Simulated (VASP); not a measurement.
# Cd (Im-3m) in VASP: notebook, part 2 of 2

VASP 6.6.1. The steps go on from the part before.

## 3. Single point, PBE (strained)

Input file INCAR:

```
PREC     = Accurate       # precision mode
ENCUT    = 520            # plane-wave cutoff, eV
EDIFF    = 1E-6           # SCF threshold, eV
ISMEAR   = 0              # smearing method
SIGMA    = 0.1            # smearing width, eV
LREAL    = False          # projectors in reciprocal space
LASPH    = True           # aspherical terms in the spheres
NELM     = 80             # most SCF steps
ALGO     = Normal         # electronic algorithm
ISIF     = 2              # what is computed and relaxed
LWAVE    = False          # write WAVECAR
LCHARG   = False          # write CHGCAR
GGA      = PE             # functional
NBANDS   = 12             # bands
```

Input file KPOINTS:

```
Automatic mesh
0
Gamma
  16 16 16
```

Input file POSCAR:

```
Cd
1.0
   -1.7375370772      1.7375370772      1.7375370772
    1.7375370772     -1.7375370772      1.7375370772
    1.7375370772      1.7375370772     -1.7375370772
Cd
1
Direct
    0.0000000000      0.0000000000      0.0000000000
```

Potentials or basis: VASP PAW PBE potentials, release 64 (Cd).

Run with:

```sh
$ cat potpaw_PBE.64/Cd/POTCAR > POTCAR
$ mpirun -np 1 vasp_std > vasp.out
```

Run time: 14 s. Hardware: 1 thread of Intel Xeon Platinum 8488C (Sapphire Rapids), shared host; peak memory 0.15 GiB.

Results (log left out):

```yaml
Free_energy: -0.6546 eV
Pressure: 6.0 GPa
Band_gap_on_the_k_mesh: zero (bands 6 and 7 overlap by 4.31 eV)
```

Levels at points of the mesh, in eV from the Fermi level:
```
           k point  band 2  band 3  band 4  band 5  band 6  band 7  band 8  band 9  band 10  band 11
(0.00, 0.00, 0.00)   -9.49   -9.49   -9.24   -8.79   -8.79   15.63   15.63   15.63    16.92    16.92
(0.50, 0.00, 0.00)   -9.85   -8.82   -8.76   -8.31   -2.38   -0.91    9.61   10.14    13.97    14.72
(0.50, 0.50, 0.50)  -10.05   -8.43   -8.43   -8.43    3.40    3.40    3.40    6.17     8.17     8.17
```

Caveat: the cell differs from its parent crystal (strained); the cell stands under pressure.

## 4. Single point, PBE (strained)

Input file INCAR:

```
SYSTEM = Cd
ALGO = Normal ; EDIFF = 1E-6
ENCUT = 520 ; GGA = PE
ISIF = 2 ; ISMEAR = 0
LASPH = .True. ; LCHARG = .False.
LREAL = .False. ; LWAVE = .False.
NBANDS = 12 ; NELM = 80
PREC = Accurate ; SIGMA = 0.1
```

Input file KPOINTS:

```
k-points
0
Gamma
  16 16 16
  0 0 0
```

Input file POSCAR:

```
Cd
1.0
   -1.8655443374      1.8655443374      1.8655443374
    1.8655443374     -1.8655443374      1.8655443374
    1.8655443374      1.8655443374     -1.8655443374
Cd
1
Direct
    0.0000000000      0.0000000000      0.0000000000
```

Potentials or basis: VASP PAW PBE potentials, release 64 (Cd).

Run with:

```sh
$ cat potpaw_PBE.64/Cd/POTCAR > POTCAR
$ mpirun -np 1 vasp_std > vasp.out
```

OUTCAR:

```text
SYSTEM = Cd
   EDIFF = 1E-6
   ENCUT = 520
   GGA = PE
   ISIF = 2
   ISMEAR = 0
   LASPH = .True.
   LREAL = .False.
   NELM = 80
   PREC = Accurate

 ion  position               nearest neighbor table
   1  0.000  0.000  0.000-

  LATTYP: Found a body centered cubic cell.
 ALAT       =     3.7310886748

  Lattice vectors:

 A1 = (  -1.8655443374,   1.8655443374,   1.8655443374)
 A2 = (   1.8655443374,  -1.8655443374,   1.8655443374)
 A3 = (   1.8655443374,   1.8655443374,  -1.8655443374)

Analysis of symmetry for initial positions (statically):
=====================================================================
 Subroutine PRICEL returns:
 Original cell was already a primitive cell.

 Routine SETGRP: Setting up the symmetry group for a
 body centered cubic supercell.

 Subroutine GETGRP returns: Found 48 space group operations
 (whereof 48 operations were pure point group operations)
 out of a pool of 48 trial point group operations.

The static configuration has the point symmetry O_h .

[... 165 lines left out ...]
 k-point     1 :       0.0000    0.0000    0.0000
  band No.  band energies     occupation
      1      -7.1016      2.00000
      2      -7.1016      2.00000
      3      -7.1016      2.00000
      4      -6.6478      2.00000
      5      -6.6478      2.00000
      6      -5.8897      2.00000
      7      15.8330      0.00000
      8      15.8330      0.00000
      9      15.8330      0.00000
     10      16.4595      0.00000
     11      16.4595      0.00000
     12      16.4595      0.00000
[... 331 lines left out ...]
 k-point    24 :       0.2500    0.1875    0.0000
  band No.  band energies     occupation
      1      -7.2616      2.00000
      2      -7.1218      2.00000
      3      -6.7318      2.00000
      4      -6.7168      2.00000
      5      -6.5618      2.00000
      6      -2.2120      2.00000
      7       5.2586      0.00000
      8       6.9895      0.00000
      9      10.8958      0.00000
     10      15.8580      0.00000
     11      17.1592      0.00000
     12      19.6152      0.00000

 [... further k-points ...]

------------------------ aborting loop because EDIFF is reached ----------------------------------------

  FORCE on cell =-STRESS in cart. coord.  units (eV):
  Direction    XX          YY          ZZ          XY          YZ          ZX
  --------------------------------------------------------------------------------------
  -------------------------------------------------------------------------------------
  Total       -0.4396298     -0.4396298     -0.4396298      0.0000000     -0.0000000      0.0000000
  in kB      -27.1219546    -27.1219546    -27.1219546      0.0000000     -0.0000000      0.0000000
  external PRESSURE =     -27.1219546 kB  Pullay stress =       0.0000000 kB

 VOLUME and BASIS-vectors are now :
 -----------------------------------------------------------------------------
  energy-cutoff  :      520.00
  volume of cell :       25.97
      direct lattice vectors                 reciprocal lattice vectors
    -1.865544337  1.865544337  1.865544337     0.000000000  0.268018288  0.268018288
     1.865544337 -1.865544337  1.865544337     0.268018288  0.000000000  0.268018288
     1.865544337  1.865544337 -1.865544337     0.268018288  0.268018288  0.000000000

 POSITION                                       TOTAL-FORCE (eV/Angst)
 -----------------------------------------------------------------------------------
      0.00000      0.00000      0.00000        -0.000000     -0.000000      0.000000
 -----------------------------------------------------------------------------------
    total drift:                               -0.000000      0.000000      0.000000

  FREE ENERGIE OF THE ION-ELECTRON SYSTEM (eV)
  ---------------------------------------------------
  free  energy   TOTEN  =        -0.6706495982 eV

  energy  without entropy=       -0.6684931391  energy(sigma->0) =       -0.66957137
```

OSZICAR:

```text
N       E                     dE             d eps       ncg     rms          rms(c)
DAV:   1     0.722067747795E+02    0.72207E+02   -0.67624E+03  3592   0.969E+02
DAV:   2     0.729143376502E+00   -0.71478E+02   -0.67992E+02  3808   0.236E+02
DAV:   3    -0.694897178816E+00   -0.14240E+01   -0.14233E+01  4080   0.371E+01
DAV:   4    -0.696689660454E+00   -0.17925E-02   -0.17924E-02  3828   0.134E+00
DAV:   5    -0.696694192928E+00   -0.45325E-05   -0.45325E-05  4040   0.656E-02    0.200E+00
DAV:   6    -0.670532630694E+00    0.26162E-01   -0.75618E-02  3984   0.325E+00    0.173E+00
DAV:   7    -0.670103064373E+00    0.42957E-03   -0.73368E-03  3740   0.829E-01    0.884E-01
DAV:   8    -0.670602931285E+00   -0.49987E-03   -0.13095E-03  3628   0.464E-01    0.591E-02
DAV:   9    -0.670646737505E+00   -0.43806E-04   -0.25513E-05  4040   0.481E-02    0.681E-03
DAV:  10    -0.670649724252E+00   -0.29867E-05   -0.26806E-06  3640   0.161E-02    0.128E-03
DAV:  11    -0.670649598180E+00    0.12607E-06   -0.18831E-08  1880   0.121E-03
   1 F= -.67064960E+00 E0= -.66957137E+00  d E =-.215646E-02
```

Wall time 15 s (1 thread of Intel Xeon Platinum 8488C (Sapphire Rapids), shared host); peak memory 0.16 GiB.

Results:

```
Free energy            : -0.6706 eV
Pressure               : -2.7 GPa
Band gap on the k mesh : zero (bands 6 and 7 overlap by 4.46 eV)
```

Caveat: the cell differs from its parent crystal (strained).

## 5. The runs side by side

```tsv
cell	gap on the mesh (eV)	pressure (GPa)
a = 2.975 Å, angles 109.5°, 1 atom	none	8.7
a = 3.010 Å, angles 109.5°, 1 atom	none	6.0
a = 3.231 Å, angles 109.5°, 1 atom	none	-2.7
```

Alike in all rows: task single point; level PBE; potentials or basis VASP PAW PBE potentials, release 64 (Cd); no spin polarisation; k mesh 16 × 16 × 16; cutoff (eV) 520; smearing gaussian 0.1 eV.

Caveats: the cell stands under pressure (at least some runs).

Absolute energies hang on the potentials; compare differences alone.
